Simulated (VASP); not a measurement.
**Re: single point with LDA**

The system is Re.

```
Re
1.0
     2.73919    0.00000    0.00000
    -1.36959    2.37221    0.00000
     0.00000    0.00000    4.41187
Re
2
Direct
  0.33333 0.66667 0.25000
  0.66667 0.33333 0.75000
```

| Property | Result |
| --- | --- |
| Program | VASP 6.6.1 |
| Task | single point |
| Functional | LDA |
| Potentials or basis | VASP PAW LDA potentials, release 64 (Re_sv_GW) |
| Cutoff | 560 eV |
| k mesh | 14 × 14 × 8 |
| Occupations | fermi-dirac, width 0.1 eV |
| Spin | no spin polarisation |
| Dipole correction | no |
| Further INCAR settings | ALGO = Normal; EDIFF = 1e-06; NBANDS = 22 |

* Pressure: 0.1 GPa
* Band gap on the k mesh: zero (bands 15 and 16 overlap by 3.39 eV)

Stress tensor (GPa, compression positive):
```
-0.07  0.00  0.00
 0.00 -0.07  0.00
 0.00  0.00  0.51
```

Levels at points of the mesh, in eV from the Fermi level:
| k point | band 13 | band 14 | band 15 | band 16 | band 17 | band 18 |
| --- | --- | --- | --- | --- | --- | --- |
| (0.00, 0.00, 0.00) | -1.62 | -0.78 | -0.78 | 0.15 | 0.15 | 0.86 |
| (0.50, 0.00, 0.00) | -1.64 | -1.36 | -0.57 | 4.11 | 4.58 | 4.68 |
| (0.00, 0.00, 0.50) | -1.80 | -1.80 | -1.80 | -1.80 | 2.65 | 2.65 |
| (0.50, 0.00, 0.50) | 0.38 | 0.38 | 1.08 | 1.08 | 4.44 | 4.44 |

It took 35 s on 1 thread of Intel(R) Xeon(R) Platinum 8488C (Sapphire Rapids), on a shared host, peak memory 0.19 GiB.

Caveat: spin-orbit coupling is left out, which moves the levels of the heavy elements.
